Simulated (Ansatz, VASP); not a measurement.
## AlN in VASP and in Ansatz

INCAR

```
SYSTEM = AlN
ALGO = Normal
EDIFF = 1E-6
ENCUT = 600
GGA = PS
GGA_COMPAT = .FALSE.
ISIF = 2
ISMEAR = 0
LASPH = .TRUE.
LCHARG = .FALSE.
LREAL = .FALSE.
LWAVE = .FALSE.
NBANDS = 26
NELM = 120
PREC = Accurate
SIGMA = 0.01
```

The input KPOINTS:

```
k-points
0
G
  2 4 3
  0 0 0
```

Contents of POSCAR:

```
AlN
1.0
    6.6242314790      0.0000000006      0.0000000000
   -1.6560578695      2.8683763703      0.0000000000
    0.0000000000      0.0000000000      4.1875630000
Al N
4 4
Direct
    0.1666666667      0.6666666667      0.7500000000
    0.3333333333      0.3333333333      0.2500000000
    0.6666666667      0.6666666667      0.7500000000
    0.8333333333      0.3333333333      0.2500000000
    0.1666666667      0.6666666667      0.2500000000
    0.3333333333      0.3333333333      0.7500000000
    0.6666666667      0.6666666667      0.2500000000
    0.8333333333      0.3333333333      0.7500000000
```

Input for Ansatz:

```yaml
crystal:
  lattice:
    - [3.31211574, 0.0, 0.0]
    - [-1.65605787, 2.86837637, 0.0]
    - [0.0, 0.0, 4.187563]
  atoms:
    - { symbol: Al, position: [0.3333333333333333, 0.6666666666666666, 0.75] }
    - { symbol: Al, position: [0.6666666666666666, 0.3333333333333333, 0.25] }
    - { symbol: "N", position: [0.3333333333333333, 0.6666666666666666, 0.25] }
    - { symbol: "N", position: [0.6666666666666666, 0.3333333333333333, 0.75] }
  supercell: [2, 1, 1]
basis:
  ecutwfc: 470.0
kpoints:
  mp_grid:
    grid: [2, 4, 3]
hamiltonian:
  xc: pbesol
scf:
  convergence:
    dr2_threshold: 1.0e-09
  mixing:
    algorithm: anderson
    beta: 0.6
    ndim: 4
  occupations:
    method: fixed
output:
  core_levels:
    shells:
      Al: "2p"
    eps_inf: 3.0
```

Alike in both runs: task single point; functional PBEsol; k mesh 2 × 4 × 3; no spin polarisation.

|  | VASP | Ansatz |
| --- | --- | --- |
| version | VASP 6.6.1 | Ansatz 0.2.0 |
| potentials or method | VASP PAW PBE potentials, release 64 (Al, N), cutoff 600 eV | plane waves, PAW |
| occupations | gaussian, width 0.01 eV | fixed |
| valence electrons in the cell | 32 | 32 |

Ansatz gave:

| Property | Result |
| --- | --- |
| gap on the k mesh at the Fermi level (eV) | 3.17 |

Q: Estimate VASP's values.

A: gap on the k mesh at the Fermi level (eV): 3.18.

VASP's potentials were made for PBE, not for PBEsol.

The k mesh is coarse, so the values compare programs but aren't converged.
